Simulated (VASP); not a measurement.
# TaAs (I4_1md) in VASP: single point with LDA

Aim: the single point of TaAs with LDA.

Program: VASP 6.6.1. These are calculated values, not measurements. Logs are shortened: lines on timing, memory, paths and dates and some standing lists are left out, and cuts for length are marked.

### Step 1. The cell of the first run

Symmetry: I4_1md, No. 109, tetragonal system. Conventional cell: a = 3.444 Å, b = 3.444 Å, c = 11.736 Å, α = 90.00°, β = 90.00°, γ = 90.00°. Within 3.4 Å of Ta (site symmetry 2mm) lie 6 As at 2.61 to 2.62 Å. As (site symmetry 2mm) has 6 Ta at 2.61 to 2.62 Å within 3.4 Å.

### Step 2. Single point, LDA

INCAR

```
  PREC = Accurate
  ENCUT = 520
  EDIFF = 1E-6
  ISMEAR = 0
  SIGMA = 0.02
  LREAL = False
  LASPH = True
  NELM = 60
  ALGO = Normal
  ISIF = 2
  LWAVE = False
  LCHARG = False
  GGA = CA
  NBANDS = 24
```

KPOINTS

```
Automatic mesh
0
Gamma
  5 5 5
```

POSCAR

```
TaAs
1.0
   -1.7218130000      1.7218130000      5.8679420000
    1.7218130000     -1.7218130000      5.8679420000
    1.7218130000      1.7218130000     -5.8679420000
Ta As
2 2
Direct
    0.4988763304      0.9982789094      0.5062675702
    0.7488915204      0.7482622243      0.0062601116
    0.0814179400      0.5808025980      0.5062924773
    0.3314253819      0.3307978332      0.0062868962
```

Potentials or basis: VASP PAW LDA potentials, release 64 (Ta_pv, As).

Command:

```
$ cat potpaw_LDA.64/Ta_pv/POTCAR potpaw_LDA.64/As/POTCAR > POTCAR
$ mpirun -np 1 vasp_std > vasp.out
```

OUTCAR:

```text
PREC = Accurate
   ENCUT = 520
   EDIFF = 1E-6
   ISMEAR = 0
   LREAL = False
   LASPH = True
   NELM = 60
   ISIF = 2
   GGA = CA

 ion  position               nearest neighbor table
   1  0.499  0.998  0.506-   4 2.61   4 2.61   3 2.62   3 2.62   3 2.62   3 2.62   2 3.40   2 3.40
                             2 3.40   2 3.40
   2  0.749  0.748  0.006-   3 2.61   3 2.61   4 2.62   4 2.62   4 2.62   4 2.62   1 3.40   1 3.40
                             1 3.40   1 3.40
   3  0.081  0.581  0.506-   2 2.61   2 2.61   1 2.62   1 2.62   1 2.62   1 2.62
   4  0.331  0.331  0.006-   1 2.61   1 2.61   2 2.62   2 2.62   2 2.62   2 2.62

  LATTYP: Found a body centered tetragonal cell.
 ALAT       =     3.4436260000
 C/A-ratio  =     3.4080019143

  Lattice vectors:

 A1 = (  -1.7218130000,   1.7218130000,   5.8679420000)
 A2 = (   1.7218130000,  -1.7218130000,   5.8679420000)
 A3 = (   1.7218130000,   1.7218130000,  -5.8679420000)

Analysis of symmetry for initial positions (statically):
=====================================================================
 Subroutine PRICEL returns:
 Original cell was already a primitive cell.

 Routine SETGRP: Setting up the symmetry group for a
 body centered tetragonal supercell.

 Subroutine GETGRP returns: Found  1 space group operations
 (whereof  1 operations were pure point group operations)
 out of a pool of 16 trial point group operations.

The static configuration has the point symmetry C_1 .

Analysis of symmetry for dynamics (positions and initial velocities):
=====================================================================
 Subroutine PRICEL returns:
 Original cell was already a primitive cell.

 Routine SETGRP: Setting up the symmetry group for a
 body centered tetragonal supercell.

 Subroutine GETGRP returns: Found  1 space group operations
 (whereof  1 operations were pure point group operations)
 out of a pool of 16 trial point group operations.

The dynamic configuration has the point symmetry C_1 .

 Subroutine INISYM returns: Found  1 space group operations
 (whereof  1 operations are pure point group operations),
 and found     1 'primitive' translations

----------------------------------------------------------------------------------------

                                     Primitive cell

  volume of cell :      69.5853

  direct lattice vectors                    reciprocal lattice vectors
    -1.721813000  1.721813000  5.867942000     0.000000000  0.290391581  0.085208750
     1.721813000 -1.721813000  5.867942000     0.290391581  0.000000000  0.085208750
     1.721813000  1.721813000 -5.867942000     0.290391581  0.290391581  0.000000000

  length of vectors
     6.353111311  6.353111311  6.353111311     0.302634766  0.302634766  0.410675713

  position of ions in fractional coordinates (direct lattice)
     0.498876330  0.998278909  0.506267570
     0.748891520  0.748262224  0.006260112
     0.081417940  0.580802598  0.506292477
     0.331425382  0.330797833  0.006286896

  ion indices of the primitive-cell ions
   primitive index   ion index
                 1           1
                 2           2
                 3           3
                 4           4

----------------------------------------------------------------------------------------

 KPOINTS: Automatic mesh

Automatic generation of k-mesh.
 Grid dimensions read from file:
 generate k-points for:    5    5    5

 Generating k-lattice:

  Cartesian coordinates                     Fractional coordinates (reciprocal lattice)
     0.000000000  0.058078316  0.017041750     0.200000000  0.000000000 -0.000000000
     0.058078316  0.000000000  0.017041750     0.000000000  0.200000000 -0.000000000
     0.058078316  0.058078316  0.000000000     0.000000000  0.000000000  0.200000000

  Length of vectors
     0.060526953  0.060526953  0.082135143

  Shift w.r.t. Gamma in fractional coordinates (k-lattice)
     0.000000000  0.000000000  0.000000000

 Subroutine IBZKPT returns following result:
 ===========================================

 Found     63 irreducible k-points:

 Following reciprocal coordinates:
            Coordinates               Weight
  0.000000  0.000000  0.000000      1.000000
  0.200000  0.000000 -0.000000      2.000000
  0.000000  0.200000 -0.000000      2.000000
  0.000000  0.200000 -0.200000      2.000000
  0.200000  0.000000 -0.200000      2.000000
  0.400000  0.000000 -0.000000      2.000000
[... 16 lines left out ...]
  0.000000 -0.200000 -0.200000      2.000000
  0.200000 -0.400000  0.200000      2.000000
 [... further k-points ...]
   k-points           NKPTS =     63   k-points in BZ     NKDIM =     63   number of bands    NBANDS=     24
   number of dos      NEDOS =    301   number of ions     NIONS =      4
   total plane-waves  NPLWV = 110592
   dimension x,y,z NGX =    48 NGY =   48 NGZ =   48
   dimension x,y,z NGXF=    96 NGYF=   96 NGZF=   96
   ions per type =               2   2
   NGX,Y,Z   is equivalent  to a cutoff of  12.56, 12.56, 12.56 a.u.
   NGXF,Y,Z  is equivalent  to a cutoff of  25.12, 25.12, 25.12 a.u.
 SYSTEM =  unknown system
   PREC   = accura    normal or accurate (medium, high low for compatibility)
   ISTART =      0    job   : 0-new  1-cont  2-samecut
   ICHARG =      2    charge: 1-file 2-atom 10-const
   ISPIN  =      1    spin polarized calculation?
   LNONCOLLINEAR =      F non collinear calculations
   LSORBIT =      F    spin-orbit coupling
   LASPH  =      T    aspherical Exc in radial PAW
   ENCUT  =  520.0 eV  38.22 Ry    6.18 a.u.  11.81 11.81 11.81*2*pi/ulx,y,z
   NELM   =     60;   NELMIN=  2; NELMDL= -5     # of ELM steps
   EDIFF  = 0.1E-05   stopping-criterion for ELM
   LREAL  =      F    real-space projection
   EDIFFG = 0.1E-04   stopping-criterion for IOM
   NSW    =      0    number of steps for IOM
   IBRION =     -1    ionic relax: 0-MD 1-quasi-New 2-CG
   NFREE  =      0    steps in history (QN), initial steepest desc. (CG)
   ISIF   =      2    stress and relaxation
   ISYM   =      2    0-nonsym 1-usesym 2-fastsym
   POTIM  = 0.5000    time-step for ionic-motion
   TEBEG  =    0.0;   TEEND  =   0.0 temperature during run
   PSTRESS=    0.0 pullay stress
   NELECT =      32.0000    total number of electrons
   NUPDOWN=      -1.0000    fix difference up-down
   EMIN   =  10.00;   EMAX   =-10.00  energy-range for DOS
   EFERMI =   0.00;   METHOD = LEGACY
   ISMEAR =     0;   SIGMA  =   0.02  broadening in eV -4-tet -1-fermi 0-gaus
   EFERMI_NEDOS =   21; number of points for ismear=-14 and -15
   IALGO  =     38    algorithm
   IMIX   =      4    mixing-type and parameters
     AMIX     =   0.40;   BMIX     =  1.00
     AMIX_MAG =   1.60;   BMIX_MAG =  1.00
  volume/ion in A,a.u.               =      17.40       117.40
  Fermi-wavevector in a.u.,A,eV,Ry     =   1.263627  2.387909 21.725147  1.596753
  Thomas-Fermi vector in A             =   2.396974
   LORBIT       =      0    0 simple, 1 ext, 2 COOP (PROOUT), +10 PAW based schemes
   GGA     = CA    functional components
   LHFCALC =     F    Hartree Fock is set to
   AEXX    =    0.0000 exact exchange contribution
   IVDW    =     0    specifies the selected vdW correction
   LEPSILON=     F    determine dielectric tensor
   LRPA    =     F    only Hartree local field effects (RPA)
 non-spin polarized calculation
 Gauss-broadening in eV      SIGMA  =   0.02
  energy-cutoff  :      520.00
  volume of cell :       69.59
 maximum number of plane-waves:      1906
   NGX = 23   NGY = 23   NGZ = 23

 number of electron      32.0000001 magnetization

 Free energy of the ion-electron system (eV)
  ---------------------------------------------------
  ext. energy  EPLUGINS =         0.00000000
  ---------------------------------------------------
  free energy    TOTEN  =       -38.85535100 eV

  energy without entropy =      -38.85535100  energy(sigma->0) =      -38.85535100

 E-fermi :   6.9539     XC(G=0): -12.0574

 val. band max:        6.8024549735   @ k =  -0.4000   0.4000  -0.4000
 cond. band min:       7.0529567375   @ k =   0.0000   0.4000  -0.0000
 fundamental gap:      0.2505017640
 Fermi energy:         6.9539414993

 k-point     1 :       0.0000    0.0000    0.0000
  band No.  band energies     occupation
      1     -27.8749      2.00000
      2     -27.8297      2.00000
      3     -27.8295      2.00000
      4     -27.6731      2.00000
      5     -27.6730      2.00000
      6     -27.6334      2.00000
[... 16 lines left out ...]
     23      11.0123      0.00000
     24      11.0125      0.00000

 k-point     2 :       0.2000    0.0000   -0.0000
  band No.  band energies     occupation
      1     -27.8954      2.00000
      2     -27.8452      2.00000
      3     -27.8242      2.00000
      4     -27.7264      2.00000
      5     -27.6668      2.00000
      6     -27.6409      2.00000
[... 16 lines left out ...]
     23      11.2315      0.00000
     24      12.4403      0.00000

 k-point     3 :       0.0000    0.2000   -0.0000
  band No.  band energies     occupation
      1     -27.8953      2.00000
      2     -27.8452      2.00000
      3     -27.8244      2.00000
      4     -27.7265      2.00000
      5     -27.6666      2.00000
      6     -27.6409      2.00000
[... 16 lines left out ...]
     23      11.2315      0.00000
     24      12.4401      0.00000

 k-point     4 :       0.0000    0.2000   -0.2000
  band No.  band energies     occupation
      1     -27.8954      2.00000
      2     -27.8452      2.00000
      3     -27.8242      2.00000
      4     -27.7264      2.00000
      5     -27.6668      2.00000
      6     -27.6409      2.00000
[... 16 lines left out ...]
     23      11.2316      0.00000
     24      12.4404      0.00000

 k-point     5 :       0.2000    0.0000   -0.2000
  band No.  band energies     occupation
      1     -27.8953      2.00000
      2     -27.8452      2.00000
      3     -27.8244      2.00000
      4     -27.7265      2.00000
      5     -27.6666      2.00000
      6     -27.6409      2.00000
[... 16 lines left out ...]
     23      11.2316      0.00000
     24      12.4403      0.00000

 k-point     6 :       0.4000    0.0000   -0.0000
  band No.  band energies     occupation
      1     -27.9869      2.00000
      2     -27.8296      2.00000
      3     -27.8156      2.00000
      4     -27.7797      2.00000
      5     -27.6656      2.00000
      6     -27.6565      2.00000
[... 16 lines left out ...]
     23      11.6869      0.00000
     24      13.1564      0.00000
[... 379 lines left out ...]
 k-point    21 :       0.4000    0.0000    0.2000
  band No.  band energies     occupation
      1     -27.9785      2.00000
      2     -27.8758      2.00000
      3     -27.8141      2.00000
      4     -27.7601      2.00000
      5     -27.7079      2.00000
      6     -27.6716      2.00000
[... 16 lines left out ...]
     23      11.4968      0.00000
     24      12.2133      0.00000

 k-point    22 :      -0.4000    0.2000    0.0000
  band No.  band energies     occupation
      1     -27.9778      2.00000
      2     -27.8752      2.00000
      3     -27.8160      2.00000
      4     -27.7747      2.00000
      5     -27.7080      2.00000
      6     -27.6560      2.00000
[... 16 lines left out ...]
     23      11.2416      0.00000
     24      13.1448      0.00000

 k-point    23 :       0.0000   -0.2000   -0.2000
  band No.  band energies     occupation
      1     -27.9777      2.00000
      2     -27.8753      2.00000
      3     -27.8160      2.00000
      4     -27.7748      2.00000
      5     -27.7078      2.00000
      6     -27.6560      2.00000
[... 16 lines left out ...]
     23      11.2419      0.00000
     24      13.1448      0.00000

 k-point    24 :       0.2000   -0.4000    0.2000
  band No.  band energies     occupation
      1     -27.9778      2.00000
      2     -27.8752      2.00000
      3     -27.8160      2.00000
      4     -27.7747      2.00000
      5     -27.7080      2.00000
      6     -27.6560      2.00000
[... 16 lines left out ...]
     23      11.2418      0.00000
     24      13.1448      0.00000

 [... further k-points ...]
[... 5 lines left out ...]
  --------------------------------------------------------------------------------------
  -------------------------------------------------------------------------------------
  Total       -2.7367683     -2.7376298     -2.8506051      0.0000058     -0.0007768     -0.0008128
  in kB      -63.0130997    -63.0329354    -65.6341518      0.0001325     -0.0178852     -0.0187134
  external PRESSURE =     -63.8933956 kB  Pullay stress =       0.0000000 kB

 VOLUME and BASIS-vectors are now :
 -----------------------------------------------------------------------------
  energy-cutoff  :      520.00
  volume of cell :       69.59
      direct lattice vectors                 reciprocal lattice vectors
    -1.721813000  1.721813000  5.867942000     0.000000000  0.290391581  0.085208750
     1.721813000 -1.721813000  5.867942000     0.290391581  0.000000000  0.085208750
     1.721813000  1.721813000 -5.867942000     0.290391581  0.290391581  0.000000000

 POSITION                                       TOTAL-FORCE (eV/Angst)
 -----------------------------------------------------------------------------------
      1.73158      0.01182      5.81447        -0.000115      0.000676      0.001298
      0.00970      0.01186      8.74848         0.000549      0.000414      0.000609
      1.73159      0.01189      0.91498        -0.000181     -0.000668     -0.000518
      0.00974      0.01191      3.84900        -0.000254     -0.000421     -0.001389
 -----------------------------------------------------------------------------------
    total drift:                                0.000046      0.000038      0.000053

  FREE ENERGIE OF THE ION-ELECTRON SYSTEM (eV)
  ---------------------------------------------------
  free  energy   TOTEN  =       -38.8553510044 eV

  energy  without entropy=      -38.8553510044  energy(sigma->0) =      -38.85535100
```

Run time: 6.9 min. Hardware: 1 thread of AMD EPYC 7R13, shared host; peak memory 0.29 GiB.

What came out:

| Quantity | Value |
| --- | --- |
| Free energy | -38.8554 eV |
| Pressure | -6.4 GPa |
| Band gap on the k mesh | 0.25 eV, indirect (least direct gap 0.35 eV) |

Stress tensor (GPa, compression positive):
```
-6.30  0.00  0.00
 0.00 -6.30  0.00
 0.00  0.00 -6.56
```

Levels at points of the mesh, in eV from the valence-band top:
```csv
k point,band 12,band 13,band 14,band 15,band 16,band 17,band 18,band 19,band 20,band 21
"(0.00, 0.00, 0.00)",-2.32,-2.20,-1.83,-1.48,-1.48,1.01,1.66,2.44,3.22,3.22
```

Caveat: the k points lie up to 0.52 Å⁻¹ apart; spin-orbit coupling is left out, which moves the levels of the heavy elements.
